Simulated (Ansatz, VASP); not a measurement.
**HfB2 in VASP and in Ansatz**

```
CELL_PARAMETERS angstrom
3.12727 0.00000 0.00000
-1.56363 2.70829 0.00000
0.00000 0.00000 3.44718
ATOMIC_POSITIONS crystal
Hf 0.00000 0.00000 0.00000
B 0.33333 0.66667 0.50000
B 0.66667 0.33333 0.50000
```

Alike in both runs: functional PBEsol; k mesh 15 × 15 × 12; occupations gaussian, width 0.1 eV; no spin polarisation.

Ansatz relaxed the structure, and its values are those at the end. VASP's run is a single point on that final structure, the one shown.

|  | VASP | Ansatz |
| --- | --- | --- |
| version | VASP 6.6.1 | Ansatz 0.2.0 |
| potentials or method | VASP PAW PBE potentials, release 64 (Hf_pv, B), cutoff 520 eV | scalar-relativistic, plane waves, PAW |
| valence electrons in the cell | 16 | 32 |

```tsv
	VASP	Ansatz	Ansatz less VASP
gap on the k mesh at the Fermi level (eV)	none	none	-
pressure (GPa)	-0.1	0.0	+0.04
```

VASP's potentials were made for PBE, not for PBEsol, and Ansatz warns of the same on its side. A gap of «none» marks a metal or a gap that the smearing closes. VASP's potentials hold 16 valence electrons a cell and Ansatz's 32, so a difference there can come from the potentials and not from the codes.

Neither program's run includes spin-orbit coupling.
